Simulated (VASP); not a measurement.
# TiSi6 in VASP: notebook

TiSi6 is run at these levels: PBEsol; tasks: single point.

Program: VASP 6.6.1. These are calculated values, not measurements. Logs are shortened: lines on timing, memory, paths and dates and some standing lists are left out, and cuts for length are marked.

## Step 1: The cell of the first run

The cell holds a slab with vacuum, 7 atoms: a = 3.825 Å, b = 3.825 Å, c = 26.121 Å, α = 90.00°, β = 90.00°, γ = 120.00°.

## Step 2: Single point, PBEsol, collinear spin

INCAR

```
PREC = Accurate
ENCUT = 520
EDIFF = 1E-6
ISMEAR = 0
SIGMA = 0.05
LREAL = False
LASPH = True
NELM = 150
ALGO = Normal
ISIF = 2
LWAVE = False
LCHARG = False
ISPIN = 2
MAGMOM = 0 0 0 0 0 0 2
LORBIT = 11
LMAXMIX = 4
LDIPOL = True
IDIPOL = 3
DIPOL = 0.5 0.5 0.495
GGA = PS
NBANDS = 31
```

KPOINTS

```
regular mesh
0
Gamma
  9 9 1
```

POSCAR

```
TiSi6
1.0
    3.8248883530      0.0000000000      0.0000000000
   -1.9124441765      3.3124504803      0.0000000000
    0.0000000000      0.0000000000     26.1211317404
Si Ti
6 1
Direct
    0.6666666667      0.3333333333      0.3254070339
    0.3333333333      0.6666666667      0.3559122529
    0.3333333333      0.6666666667      0.4464642100
    0.6666666667      0.3333333333      0.4766832918
    0.6666666667      0.3333333333      0.5681938921
    0.3333333333      0.6666666667      0.5991566671
    0.3333333333      0.6666666667      0.6961218743
```

Potentials or basis: VASP PAW PBE potentials, release 64 (Si, Ti_sv).

Command:

```sh
> cat potpaw_PBE.64/Si/POTCAR potpaw_PBE.64/Ti_sv/POTCAR > POTCAR
> mpirun -np 1 vasp_std > vasp.out
```

OUTCAR:

```text
PREC = Accurate
   ENCUT = 520
   EDIFF = 1E-6
   ISMEAR = 0
   LREAL = False
   LASPH = True
   NELM = 150
   ISIF = 2
   ISPIN = 2
   LORBIT = 11
   GGA = PS

 ion  position               nearest neighbor table
   1  0.667  0.333  0.325-   2 2.35   2 2.35   2 2.35
   2  0.333  0.667  0.356-   1 2.35   1 2.35   1 2.35   3 2.37
   3  0.333  0.667  0.446-   4 2.35   4 2.35   4 2.35   2 2.37
   4  0.667  0.333  0.477-   3 2.35   3 2.35   3 2.35   5 2.39
   5  0.667  0.333  0.568-   6 2.35   6 2.35   6 2.35   4 2.39
   6  0.333  0.667  0.599-   5 2.35   5 2.35   5 2.35   7 2.53
   7  0.333  0.667  0.696-   6 2.53

  LATTYP: Found a hexagonal cell.
 ALAT       =     3.8248883530
 C/A-ratio  =     6.8292533872

  Lattice vectors:

 A1 = (   3.8248883530,   0.0000000000,   0.0000000000)
 A2 = (  -1.9124441765,   3.3124504803,   0.0000000000)
 A3 = (   0.0000000000,   0.0000000000,  26.1211317404)

Analysis of symmetry for initial positions (statically):
=====================================================================
 Subroutine PRICEL returns:
 Original cell was already a primitive cell.

 Routine SETGRP: Setting up the symmetry group for a
 hexagonal supercell.

 Subroutine GETGRP returns: Found  6 space group operations
 (whereof  6 operations were pure point group operations)
 out of a pool of 24 trial point group operations.

The static configuration has the point symmetry C_3v.

Analysis of symmetry for dynamics (positions and initial velocities):
=====================================================================
 Subroutine PRICEL returns:
 Original cell was already a primitive cell.

 Routine SETGRP: Setting up the symmetry group for a
 hexagonal supercell.

 Subroutine GETGRP returns: Found  6 space group operations
 (whereof  6 operations were pure point group operations)
 out of a pool of 24 trial point group operations.

The dynamic configuration has the point symmetry C_3v.

Analysis of structural, dynamic, and magnetic symmetry:
=====================================================================
 Subroutine PRICEL returns:
 Original cell was already a primitive cell.

 Routine SETGRP: Setting up the symmetry group for a
 hexagonal supercell.

 Subroutine GETGRP returns: Found  6 space group operations
 (whereof  6 operations were pure point group operations)
 out of a pool of 24 trial point group operations.

The overall configuration has the point symmetry C_3v.

 Subroutine INISYM returns: Found  6 space group operations
 (whereof  6 operations are pure point group operations),
 and found     1 'primitive' translations

----------------------------------------------------------------------------------------

                                     Primitive cell

  volume of cell :     330.9483

  direct lattice vectors                    reciprocal lattice vectors
     3.824888353  0.000000000  0.000000000     0.261445540  0.150945653  0.000000000
    -1.912444176  3.312450480  0.000000000     0.000000000  0.301891306  0.000000000
     0.000000000  0.000000000 26.121131740     0.000000000  0.000000000  0.038283180

  length of vectors
     3.824888353  3.824888353 26.121131740     0.301891306  0.301891306  0.038283180

  position of ions in fractional coordinates (direct lattice)
     0.666666667  0.333333333  0.325407034
     0.333333333  0.666666667  0.355912253
     0.333333333  0.666666667  0.446464210
     0.666666667  0.333333333  0.476683292
     0.666666667  0.333333333  0.568193892
     0.333333333  0.666666667  0.599156667
     0.333333333  0.666666667  0.696121874

  ion indices of the primitive-cell ions
   primitive index   ion index
                 1           1
                 2           2
                 3           3
                 4           4
                 5           5
                 6           6
                 7           7

----------------------------------------------------------------------------------------

 KPOINTS: regular mesh

[... 40 lines left out ...]
   dimension x,y,z NGXF=    56 NGYF=   56 NGZF=  392
   ions per type =               6   1
   NGX,Y,Z   is equivalent  to a cutoff of  12.17, 12.17, 12.47 a.u.
   NGXF,Y,Z  is equivalent  to a cutoff of  24.34, 24.34, 24.95 a.u.
 SYSTEM =  unknown system
   PREC   = accura    normal or accurate (medium, high low for compatibility)
   ISTART =      0    job   : 0-new  1-cont  2-samecut
   ICHARG =      2    charge: 1-file 2-atom 10-const
   ISPIN  =      2    spin polarized calculation?
   LNONCOLLINEAR =      F non collinear calculations
   LSORBIT =      F    spin-orbit coupling
   LASPH  =      T    aspherical Exc in radial PAW
   ENCUT  =  520.0 eV  38.22 Ry    6.18 a.u.   7.11  7.11 48.57*2*pi/ulx,y,z
   NELM   =    150;   NELMIN=  2; NELMDL= -5     # of ELM steps
   EDIFF  = 0.1E-05   stopping-criterion for ELM
   LREAL  =      F    real-space projection
   EDIFFG = 0.1E-04   stopping-criterion for IOM
   NSW    =      0    number of steps for IOM
   IBRION =     -1    ionic relax: 0-MD 1-quasi-New 2-CG
   NFREE  =      0    steps in history (QN), initial steepest desc. (CG)
   ISIF   =      2    stress and relaxation
   ISYM   =      2    0-nonsym 1-usesym 2-fastsym
   POTIM  = 0.5000    time-step for ionic-motion
   TEBEG  =    0.0;   TEEND  =   0.0 temperature during run
   PSTRESS=    0.0 pullay stress
   NELECT =      36.0000    total number of electrons
   NUPDOWN=      -1.0000    fix difference up-down
   EMIN   =  10.00;   EMAX   =-10.00  energy-range for DOS
   EFERMI =   0.00;   METHOD = LEGACY
   ISMEAR =     0;   SIGMA  =   0.05  broadening in eV -4-tet -1-fermi 0-gaus
   EFERMI_NEDOS =   21; number of points for ismear=-14 and -15
   IALGO  =     38    algorithm
   IMIX   =      4    mixing-type and parameters
     AMIX     =   0.40;   BMIX     =  1.00
     AMIX_MAG =   1.60;   BMIX_MAG =  1.00
  volume/ion in A,a.u.               =      47.28       319.05
  Fermi-wavevector in a.u.,A,eV,Ry     =   0.781488  1.476798  8.309396  0.610723
  Thomas-Fermi vector in A             =   1.885016
   LORBIT       =     11    0 simple, 1 ext, 2 COOP (PROOUT), +10 PAW based schemes
   GGA     = PS    functional components
   LHFCALC =     F    Hartree Fock is set to
   AEXX    =    0.0000 exact exchange contribution
   IVDW    =     0    specifies the selected vdW correction
   LEPSILON=     F    determine dielectric tensor
   LRPA    =     F    only Hartree local field effects (RPA)
 spin polarized calculation
 Gauss-broadening in eV      SIGMA  =   0.05
  energy-cutoff  :      520.00
  volume of cell :      330.95
 maximum number of plane-waves:      8961
   NGX = 15   NGY = 15   NGZ = 97

 dipolmoment           0.000000      0.000000      0.117262 electrons x Angstroem

 number of electron      35.9999999 magnetization       2.4873545

 dipolmoment           0.000000      0.000000     -0.079355 electrons x Angstroem

 Free energy of the ion-electron system (eV)
  ---------------------------------------------------
  ext. energy  EPLUGINS =         0.00000000
  ---------------------------------------------------
  free energy    TOTEN  =       -38.15014873 eV

  energy without entropy =      -38.13844972  energy(sigma->0) =      -38.14429923

 E-fermi :   0.0532     XC(G=0):  -4.9233

 val. band max:        0.0510796929   @ k =   0.3333   0.2222   0.0000
 cond. band min:       0.0621365115   @ k =   0.3333   0.0000   0.0000
 fundamental gap:      0.0110568185
 Fermi energy:         0.0531968413

 spin component 1

 k-point     1 :       0.0000    0.0000    0.0000
  band No.  band energies     occupation
      1     -57.6381      1.00000
      2     -34.0225      1.00000
      3     -34.0225      1.00000
      4     -33.9548      1.00000
      5     -11.5312      1.00000
      6     -10.7188      1.00000
[... 385 lines left out ...]
     29       4.4125      0.00000
     30       5.9931      0.00000
 Fermi energy:         0.0531968413

 spin component 2

 k-point     1 :       0.0000    0.0000    0.0000
  band No.  band energies     occupation
      1     -56.0742      1.00000
      2     -32.4970      1.00000
      3     -32.3900      1.00000
      4     -32.3900      1.00000
      5     -11.5327      1.00000
      6     -10.7210      1.00000
[... 385 lines left out ...]
     29       4.8538      0.00000
     30       6.0028      0.00000
 [bands above 30 left out]

------------------------ aborting loop because EDIFF is reached ----------------------------------------

 vacuum level on the upper side and lower side of the slab       (xc-potential included)        -0.503         0.584

  FORCE on cell =-STRESS in cart. coord.  units (eV):
  Direction    XX          YY          ZZ          XY          YZ          ZX
  --------------------------------------------------------------------------------------
  -------------------------------------------------------------------------------------
  Total       -3.5776828     -3.5776828     -0.0051960      0.0000000      0.0000000      0.0000000
  in kB      -17.3201748    -17.3201748     -0.0251548      0.0000000      0.0000000      0.0000000
  external PRESSURE =     -11.5551681 kB  Pullay stress =       0.0000000 kB

 VOLUME and BASIS-vectors are now :
 -----------------------------------------------------------------------------
  energy-cutoff  :      520.00
  volume of cell :      330.95
      direct lattice vectors                 reciprocal lattice vectors
     3.824888353  0.000000000  0.000000000     0.261445540  0.150945653  0.000000000
    -1.912444176  3.312450480  0.000000000     0.000000000  0.301891306  0.000000000
     0.000000000  0.000000000 26.121131740     0.000000000  0.000000000  0.038283180

 POSITION                                       TOTAL-FORCE (eV/Angst)
 -----------------------------------------------------------------------------------
      1.91244      1.10415      8.50000         0.000000      0.000000      0.508225
     -0.00000      2.20830      9.29683         0.000000      0.000000     -0.739816
     -0.00000      2.20830     11.66215         0.000000      0.000000      0.250376
      1.91244      1.10415     12.45151         0.000000      0.000000     -0.026823
      1.91244      1.10415     14.84187         0.000000      0.000000      0.018209
     -0.00000      2.20830     15.65065         0.000000      0.000000      0.042780
     -0.00000      2.20830     18.18349        -0.000000     -0.000000     -0.052951
 -----------------------------------------------------------------------------------
    total drift:                                0.000001     -0.000001      0.000192

  FREE ENERGIE OF THE ION-ELECTRON SYSTEM (eV)
  ---------------------------------------------------
  free  energy   TOTEN  =       -38.1501487346 eV

  energy  without entropy=      -38.1384497163  energy(sigma->0) =      -38.14429923

 vacuum level on the upper side and lower side of the slab         3.862         5.089

 total charge

# of ion       s       p       d       tot
------------------------------------------
    1        0.804   0.843   0.000   1.647
    2        0.760   0.916   0.000   1.676
    3        0.766   0.912   0.000   1.678
    4        0.763   0.922   0.000   1.685
    5        0.767   0.900   0.000   1.667
    6        0.772   0.925   0.000   1.697
    7        2.181   5.992   1.891  10.064
--------------------------------------------------
tot          6.813  11.410   1.891  20.113

 magnetization (x)

# of ion       s       p       d       tot
------------------------------------------
    1       -0.001  -0.005   0.000  -0.006
    2        0.001  -0.001   0.000  -0.000
    3        0.001  -0.001   0.000  -0.000
    4        0.001   0.000   0.000   0.002
    5        0.007  -0.003   0.000   0.004
    6       -0.006  -0.018   0.000  -0.024
    7        0.028   0.030   1.579   1.637
--------------------------------------------------
tot          0.032   0.002   1.579   1.612
```

Run time: 20 min. Hardware: 1 thread of Intel Xeon 8259CL, shared host; peak memory 0.61 GiB.

What came out:

```yaml
Free_energy: -38.1501 eV
Largest_force: 0.740 eV/Å
Net_moment: 2.49 μB per cell
Site_moments: Si -0.01, -0.00, +0.00, -0.02 (each value once); Ti +1.64 μB
Valence_electrons_inside_the_program's_atomic_spheres: Si 1.65, 1.68, 1.69, 1.67, 1.70 (each value once); Ti 10.06
```

Forces on the atoms (eV/Å):
```
Si   0.000  0.000  0.508
Si   0.000  0.000 -0.740
Si   0.000  0.000  0.250
Si   0.000  0.000 -0.027
Si   0.000  0.000  0.018
Si   0.000  0.000  0.043
Ti   0.000  0.000 -0.053
```

Levels at points of the mesh, in eV from the Fermi level:
Spin up:
```tsv
k point	band 15	band 16	band 17	band 18	band 19	band 20	band 21	band 22	band 23	band 24
(0.00, 0.00, 0.00)	-0.42	-0.02	-0.01	-0.01	0.09	0.09	0.65	0.65	0.67	1.68
```
Spin down:
```
           k point  band 14  band 15  band 16  band 17  band 18  band 19  band 20  band 21
(0.00, 0.00, 0.00)    -0.36    -0.36     0.16     0.16     0.57     1.14     1.65     1.65
```

Caveat: the PAW data sets were made with another functional, which shifts forces and pressure a little.

## Step 3: Single point, PBEsol, collinear spin

INCAR

```
ALGO     = Normal         # electronic algorithm
DIPOL    = 0.5 0.5 0.485
EDIFF    = 1E-6           # SCF threshold, eV
ENCUT    = 520            # plane-wave cutoff, eV
GGA      = PS             # functional
IDIPOL   = 3            
ISIF     = 2              # what is computed and relaxed
ISMEAR   = 0              # smearing method
ISPIN    = 2              # spin polarisation
LASPH    = T              # aspherical terms in the spheres
LCHARG   = F              # write CHGCAR
LDIPOL   = T            
LMAXMIX  = 4              # l up to which the mixer works
LORBIT   = 11             # projections on sites
LREAL    = F              # projectors in reciprocal space
LWAVE    = F              # write WAVECAR
MAGMOM   = 0 0 0 0 0 0 2  # initial moments
NBANDS   = 31             # bands
NELM     = 150            # most SCF steps
PREC     = Accurate       # precision mode
SIGMA    = 0.05           # smearing width, eV
```

KPOINTS

```
k-points
0
Gamma
  9 9 1
```

POSCAR

```
TiSi6
1.0
    3.8248883530      0.0000000000      0.0000000000
   -1.9124441765      3.3124504803      0.0000000000
    0.0000000000      0.0000000000     26.1211317404
Si Ti
6 1
Direct
    0.6666666667      0.3333333333      0.3254070339
    0.3333333333      0.6666666667      0.3559122529
    0.3333333333      0.6666666667      0.4464642100
    0.6666666667      0.3333333333      0.4763703791
    0.6666666667      0.3333333333      0.5659948288
    0.3333333333      0.6666666667      0.5935868072
    0.0000000000      0.0000000000      0.6292260857
```

Potentials or basis: VASP PAW PBE potentials, release 64 (Si, Ti_sv).

Command:

```sh
> cat potpaw_PBE.64/Si/POTCAR potpaw_PBE.64/Ti_sv/POTCAR > POTCAR
> mpirun -np 1 vasp_std > vasp.out
```

OUTCAR:

```text
EDIFF = 1E-6
   ENCUT = 520
   GGA = PS
   ISIF = 2
   ISMEAR = 0
   ISPIN = 2
   LASPH = T
   LORBIT = 11
   LREAL = F
   NELM = 150
   PREC = Accurate

 ion  position               nearest neighbor table
   1  0.667  0.333  0.325-   2 2.35   2 2.35   2 2.35
   2  0.333  0.667  0.356-   1 2.35   1 2.35   1 2.35   3 2.37
   3  0.333  0.667  0.446-   4 2.34   4 2.34   4 2.34   2 2.37
   4  0.667  0.333  0.476-   5 2.34   3 2.34   3 2.34   3 2.34
   5  0.667  0.333  0.566-   6 2.32   6 2.32   6 2.32   4 2.34   7 2.76   7 2.76   7 2.76
   6  0.333  0.667  0.594-   5 2.32   5 2.32   5 2.32   7 2.40   7 2.40   7 2.40
[... 1030 lines left out ...]
     -0.00000      2.20830      9.29683         0.000000     -0.000000     -0.625987
     -0.00000      2.20830     11.66215         0.000000      0.000000      0.175773
      1.91244      1.10415     12.44333        -0.000000      0.000000     -0.012924
      1.91244      1.10415     14.78443        -0.000000     -0.000000      0.017583
     -0.00000      2.20830     15.50516         0.000000     -0.000000     -0.023565
      0.00000      0.00000     16.43610        -0.000000      0.000000      0.027816
 -----------------------------------------------------------------------------------
    total drift:                                0.000000     -0.000000     -0.000097

  FREE ENERGIE OF THE ION-ELECTRON SYSTEM (eV)
  ---------------------------------------------------
  free  energy   TOTEN  =       -40.0962939887 eV

  energy  without entropy=      -40.0918710936  energy(sigma->0) =      -40.09408254

 vacuum level on the upper side and lower side of the slab         3.418         5.158

 total charge

# of ion       s       p       d       tot
------------------------------------------
    1        0.797   0.851   0.000   1.649
    2        0.757   0.921   0.000   1.678
    3        0.762   0.924   0.000   1.686
    4        0.758   0.936   0.000   1.694
    5        0.735   0.938   0.000   1.672
    6        0.772   1.015   0.000   1.787
    7        2.169   6.083   2.129  10.381
--------------------------------------------------
tot          6.751  11.668   2.129  20.547

 magnetization (x)

# of ion       s       p       d       tot
------------------------------------------
    1        0.030   0.152   0.000   0.182
    2        0.004   0.010   0.000   0.014
    3        0.010   0.035   0.000   0.046
    4        0.002   0.007   0.000   0.009
    5        0.005   0.005   0.000   0.010
    6        0.001   0.000   0.000   0.001
    7        0.001   0.001   0.037   0.039
--------------------------------------------------
tot          0.053   0.210   0.037   0.300
```

Wall time 19 min (1 thread of Intel Xeon 8259CL, shared host); peak memory 0.6 GiB.

What came out:

* Free energy: -40.0963 eV
* Largest force: 0.626 eV/Å
* Net moment: 0.83 μB per cell
* Site moments: Si +0.18, +0.01, +0.05, +0.00 (each value once); Ti +0.04 μB
* Valence electrons inside the program's atomic spheres: Si 1.65, 1.68, 1.69, 1.67, 1.79 (each value once); Ti 10.38

Forces in eV/Å, atoms in the order of the input:
```
Si   0.000  0.000  0.441
Si   0.000  0.000 -0.626
Si   0.000  0.000  0.176
Si   0.000  0.000 -0.013
Si   0.000  0.000  0.018
Si   0.000  0.000 -0.024
Ti   0.000  0.000  0.028
```

Caveat: a moment this small can come from the mesh or the smearing; the PAW data sets were made with another functional, which shifts forces and pressure a little.
